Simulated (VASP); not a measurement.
# InSb (F-43m) in VASP: density of states with PBE

Aim: the density of states of InSb with PBE.

Everything below comes from runs of VASP 6.6.1. Logs are shortened: lines on timing, memory, paths and dates and some standing lists are left out, and cuts for length are marked.

## Step 1: The cell of the first run

It takes space group F-43m (No. 216, cubic). The conventional cell has a = 6.635 Å, b = 6.635 Å, c = 6.635 Å, α = 90.00°, β = 90.00°, γ = 90.00°. In (site symmetry -43m) has 4 Sb at 2.87 Å within 3.8 Å. Sb (site symmetry -43m) has 4 In at 2.87 Å within 3.8 Å.

## Step 2: Density of states, PBE

File POSCAR:

```
InSb
1.0
    0.0000000000      3.3172599326      3.3172599326
    3.3172599326      0.0000000000      3.3172599326
    3.3172599326      3.3172599326      0.0000000000
In Sb
1 1
Direct
    0.0000000000      0.0000000000      0.0000000000
    0.7500000000      0.7500000000      0.7500000000
```

File INCAR.step1:

```
PREC = Accurate
ENCUT = 520
EDIFF = 1E-6
ISMEAR = 0
SIGMA = 0.05
LREAL = F
LASPH = T
NELM = 60
ALGO = Normal
ISIF = 2
LWAVE = F
LCHARG = T
GGA = PE
NBANDS = 16
```

File KPOINTS.step1:

```
Automatic mesh
0
Gamma
  10 10 10
```

File INCAR.step2:

```
PREC = Accurate
ENCUT = 520
EDIFF = 1E-6
ISMEAR = -5
SIGMA = 0.05
LREAL = F
LASPH = T
NELM = 60
ALGO = Normal
ISIF = 2
LWAVE = F
LCHARG = F
GGA = PE
LORBIT = 10
NEDOS = 2001
ICHARG = 11
```

File KPOINTS.step2:

```
Automatic mesh
0
Gamma
  15 15 15
```

Potentials or basis: VASP PAW PBE potentials, release 64 (In_d, Sb).

On the command line:

```console
cat potpaw_PBE.64/In_d/POTCAR potpaw_PBE.64/Sb/POTCAR > POTCAR
cp INCAR.step1 INCAR
cp KPOINTS.step1 KPOINTS
mpirun -np 1 vasp_std > vasp.out
cp INCAR.step2 INCAR
cp KPOINTS.step2 KPOINTS
mpirun -np 1 vasp_std > vasp.out
```

OUTCAR:

```text
PREC = Accurate
   ENCUT = 520
   EDIFF = 1E-6
   ISMEAR = -5
   LREAL = F
   LASPH = T
   NELM = 60
   ISIF = 2
   GGA = PE
   LORBIT = 10
   ICHARG = 11

 ion  position               nearest neighbor table
   1  0.000  0.000  0.000-   2 2.87   2 2.87   2 2.87   2 2.87
   2  0.750  0.750  0.750-   1 2.87   1 2.87   1 2.87   1 2.87

  LATTYP: Found a face centered cubic cell.
 ALAT       =     6.6345198652

  Lattice vectors:

 A1 = (   0.0000000000,   3.3172599326,   3.3172599326)
 A2 = (   3.3172599326,   0.0000000000,   3.3172599326)
 A3 = (   3.3172599326,   3.3172599326,   0.0000000000)

Analysis of symmetry for initial positions (statically):
=====================================================================
 Subroutine PRICEL returns:
 Original cell was already a primitive cell.

 Routine SETGRP: Setting up the symmetry group for a
 face centered cubic supercell.

 Subroutine GETGRP returns: Found 24 space group operations
 (whereof 24 operations were pure point group operations)
 out of a pool of 48 trial point group operations.

The static configuration has the point symmetry T_d .

Analysis of symmetry for dynamics (positions and initial velocities):
=====================================================================
 Subroutine PRICEL returns:
 Original cell was already a primitive cell.

 Routine SETGRP: Setting up the symmetry group for a
 face centered cubic supercell.

 Subroutine GETGRP returns: Found 24 space group operations
 (whereof 24 operations were pure point group operations)
 out of a pool of 48 trial point group operations.

The dynamic configuration has the point symmetry T_d .

 Subroutine INISYM returns: Found 24 space group operations
 (whereof 24 operations are pure point group operations),
 and found     1 'primitive' translations

----------------------------------------------------------------------------------------

                                     Primitive cell

  volume of cell :      73.0077

  direct lattice vectors                    reciprocal lattice vectors
     0.000000000  3.317259933  3.317259933    -0.150726808  0.150726808  0.150726808
     3.317259933  0.000000000  3.317259933     0.150726808 -0.150726808  0.150726808
     3.317259933  3.317259933  0.000000000     0.150726808  0.150726808 -0.150726808

  length of vectors
     4.691313987  4.691313987  4.691313987     0.261066489  0.261066489  0.261066489

  position of ions in fractional coordinates (direct lattice)
     0.000000000  0.000000000  0.000000000
     0.750000000  0.750000000  0.750000000

  ion indices of the primitive-cell ions
   primitive index   ion index
                 1           1
                 2           2

----------------------------------------------------------------------------------------

 KPOINTS: Automatic mesh

Automatic generation of k-mesh.
 Grid dimensions read from file:
 generate k-points for:   15   15   15

 Generating k-lattice:

  Cartesian coordinates                     Fractional coordinates (reciprocal lattice)
    -0.010048454  0.010048454  0.010048454     0.066666667  0.000000000  0.000000000
     0.010048454 -0.010048454  0.010048454     0.000000000  0.066666667  0.000000000
     0.010048454  0.010048454 -0.010048454     0.000000000  0.000000000  0.066666667

  Length of vectors
     0.017404433  0.017404433  0.017404433

  Shift w.r.t. Gamma in fractional coordinates (k-lattice)
     0.000000000  0.000000000  0.000000000

 TETIRR: Found    484 inequivalent tetrahedra from    20250

 Subroutine IBZKPT returns following result:
 ===========================================

 Found    120 irreducible k-points:

 Following reciprocal coordinates:
            Coordinates               Weight
  0.000000  0.000000  0.000000      1.000000
  0.066667  0.000000  0.000000      8.000000
  0.133333  0.000000  0.000000      8.000000
  0.200000  0.000000  0.000000      8.000000
  0.266667  0.000000  0.000000      8.000000
  0.333333  0.000000  0.000000      8.000000
[... 16 lines left out ...]
  0.133333  0.133333  0.000000      6.000000
  0.200000  0.133333  0.000000     24.000000
 [... further k-points ...]
   k-points           NKPTS =    120   k-points in BZ     NKDIM =    120   number of bands    NBANDS=     13
   number of dos      NEDOS =   2001   number of ions     NIONS =      2
   total plane-waves  NPLWV =  46656
   dimension x,y,z NGX =    36 NGY =   36 NGZ =   36
   dimension x,y,z NGXF=    72 NGYF=   72 NGZF=   72
   ions per type =               1   1
   NGX,Y,Z   is equivalent  to a cutoff of  12.76, 12.76, 12.76 a.u.
   NGXF,Y,Z  is equivalent  to a cutoff of  25.51, 25.51, 25.51 a.u.
 SYSTEM =  unknown system
   PREC   = accura    normal or accurate (medium, high low for compatibility)
   ISTART =      0    job   : 0-new  1-cont  2-samecut
   ICHARG =     11    charge: 1-file 2-atom 10-const
   ISPIN  =      1    spin polarized calculation?
   LNONCOLLINEAR =      F non collinear calculations
   LSORBIT =      F    spin-orbit coupling
   LASPH  =      T    aspherical Exc in radial PAW
   ENCUT  =  520.0 eV  38.22 Ry    6.18 a.u.   8.72  8.72  8.72*2*pi/ulx,y,z
   NELM   =     60;   NELMIN=  2; NELMDL=  0     # of ELM steps
   EDIFF  = 0.1E-05   stopping-criterion for ELM
   LREAL  =      F    real-space projection
   EDIFFG = 0.1E-04   stopping-criterion for IOM
   NSW    =      0    number of steps for IOM
   IBRION =     -1    ionic relax: 0-MD 1-quasi-New 2-CG
   NFREE  =      0    steps in history (QN), initial steepest desc. (CG)
   ISIF   =      2    stress and relaxation
   ISYM   =      2    0-nonsym 1-usesym 2-fastsym
   POTIM  = 0.5000    time-step for ionic-motion
   TEBEG  =    0.0;   TEEND  =   0.0 temperature during run
   PSTRESS=    0.0 pullay stress
   NELECT =      18.0000    total number of electrons
   NUPDOWN=      -1.0000    fix difference up-down
   EMIN   =  10.00;   EMAX   =-10.00  energy-range for DOS
   EFERMI =   0.00;   METHOD = LEGACY
   ISMEAR =    -5;   SIGMA  =   0.05  broadening in eV -4-tet -1-fermi 0-gaus
   EFERMI_NEDOS =   21; number of points for ismear=-14 and -15
   IALGO  =     38    algorithm
   IMIX   =      4    mixing-type and parameters
     AMIX     =   0.40;   BMIX     =  1.00
     AMIX_MAG =   1.60;   BMIX_MAG =  1.00
  volume/ion in A,a.u.               =      36.50       246.34
  Fermi-wavevector in a.u.,A,eV,Ry     =   1.026541  1.939881 14.337626  1.053786
  Thomas-Fermi vector in A             =   2.160439
   LORBIT       =     10    0 simple, 1 ext, 2 COOP (PROOUT), +10 PAW based schemes
   GGA     = PE    functional components
   LHFCALC =     F    Hartree Fock is set to
   AEXX    =    0.0000 exact exchange contribution
   IVDW    =     0    specifies the selected vdW correction
   LEPSILON=     F    determine dielectric tensor
   LRPA    =     F    only Hartree local field effects (RPA)
 non-spin polarized calculation
 Fermi weights with tetrahedron method with Bloechl corrections
  energy-cutoff  :      520.00
  volume of cell :       73.01
 maximum number of plane-waves:      1989

 number of electron      18.0000008 magnetization

 Free energy of the ion-electron system (eV)
  ---------------------------------------------------
  ext. energy  EPLUGINS =         0.00000000
  ---------------------------------------------------
  free energy    TOTEN  =        -6.95374994 eV

  energy without entropy =       -6.95374994  energy(sigma->0) =       -6.95374994

 E-fermi :   4.3828     XC(G=0):  -8.3842

 val. band max:        4.3817313045   @ k =   0.0000   0.0000   0.0000
 cond. band min:       4.3817315717   @ k =   0.0000   0.0000   0.0000
 fundamental gap:      0.0000002672
 Fermi energy:         4.3828281274

 k-point     1 :       0.0000    0.0000    0.0000
  band No.  band energies     occupation
      1     -10.0877      2.00000
      2     -10.0877      2.00000
      3     -10.0877      2.00000
      4     -10.0196      2.00000
      5     -10.0196      2.00000
      6      -5.9058      2.00000
      7       3.7929      2.00000
      8       4.3817      2.00000
      9       4.3817      2.00000
     10       4.3817      0.00001
     11       7.3477      0.00000
     12       7.3477      0.00000
     13       7.3477      0.00000

 k-point     2 :       0.0667    0.0000    0.0000
  band No.  band energies     occupation
      1     -10.0892      2.00000
      2     -10.0869      2.00000
      3     -10.0869      2.00000
      4     -10.0197      2.00000
      5     -10.0197      2.00000
      6      -5.8693      2.00000
      7       3.2049      2.00000
      8       4.3244      2.00000
      9       4.3244      2.00000
     10       4.8030     -0.00000
     11       7.4068      0.00000
     12       7.4300      0.00000
     13       7.4300      0.00000

 k-point     3 :       0.1333    0.0000    0.0000
  band No.  band energies     occupation
      1     -10.0935      2.00000
      2     -10.0849      2.00000
      3     -10.0849      2.00000
      4     -10.0198      2.00000
      5     -10.0198      2.00000
      6      -5.7616      2.00000
      7       2.3471      2.00000
      8       4.1773      2.00000
      9       4.1773      2.00000
     10       5.1296      0.00000
     11       7.6380      0.00000
     12       7.6380      0.00000
     13       7.7011      0.00000
[... 305 lines left out ...]
 k-point    23 :       0.1333    0.1333    0.0000
  band No.  band energies     occupation
      1     -10.0985      2.00000
      2     -10.0822      2.00000
      3     -10.0822      2.00000
      4     -10.0215      2.00000
      5     -10.0184      2.00000
      6      -5.7129      2.00000
      7       2.2386      2.00000
      8       3.8370      2.00000
      9       3.8370      2.00000
     10       5.7944      0.00000
     11       6.8371      0.00000
     12       8.1466      0.00000
     13       8.1466      0.00000

 k-point    24 :       0.2000    0.1333    0.0000
  band No.  band energies     occupation
      1     -10.1040      2.00000
      2     -10.0797      2.00000
      3     -10.0793      2.00000
      4     -10.0224      2.00000
      5     -10.0179      2.00000
      6      -5.5847      2.00000
      7       1.6752      2.00000
      8       3.6216      2.00000
      9       3.6266      2.00000
     10       6.0139      0.00000
     11       6.8245      0.00000
     12       8.4824      0.00000
     13       8.5195      0.00000

 [... further k-points ...]
[... 5 lines left out ...]
  --------------------------------------------------------------------------------------
  -------------------------------------------------------------------------------------
  Total        0.0054728      0.0054728      0.0054728      0.0000000      0.0000000      0.0000000
  in kB        0.1201027      0.1201027      0.1201027      0.0000000      0.0000000      0.0000000
  external PRESSURE =       0.1201027 kB  Pullay stress =       0.0000000 kB

 VOLUME and BASIS-vectors are now :
 -----------------------------------------------------------------------------
  energy-cutoff  :      520.00
  volume of cell :       73.01
      direct lattice vectors                 reciprocal lattice vectors
     0.000000000  3.317259933  3.317259933    -0.150726808  0.150726808  0.150726808
     3.317259933  0.000000000  3.317259933     0.150726808 -0.150726808  0.150726808
     3.317259933  3.317259933  0.000000000     0.150726808  0.150726808 -0.150726808

 POSITION                                       TOTAL-FORCE (eV/Angst)
 -----------------------------------------------------------------------------------
      0.00000      0.00000      0.00000         0.000000      0.000000      0.000000
      4.97589      4.97589      4.97589        -0.000000     -0.000000     -0.000000
 -----------------------------------------------------------------------------------
    total drift:                                0.000000      0.000000      0.000000

  FREE ENERGIE OF THE ION-ELECTRON SYSTEM (eV)
  ---------------------------------------------------
  free  energy   TOTEN  =        -6.9537499391 eV

  energy  without entropy=       -6.9537499391  energy(sigma->0) =       -6.95374994

 total charge

# of ion       s       p       d       tot
------------------------------------------
    1        0.875   0.652   9.860  11.387
    2        1.143   1.295   0.017   2.455
--------------------------------------------------
tot          2.018   1.947   9.877  13.842
```

Run time: 62 s. Hardware: 1 thread of AMD EPYC 9R45 (Zen 5), shared host; peak memory 0.25 GiB.

Results:

```yaml
Valence_electrons_inside_the_program's_atomic_spheres: In 11.39; Sb 2.46
```

Caveat: spin-orbit coupling is left out, which moves the levels of the heavy elements; tetrahedron occupations give inexact forces and stress in metals.
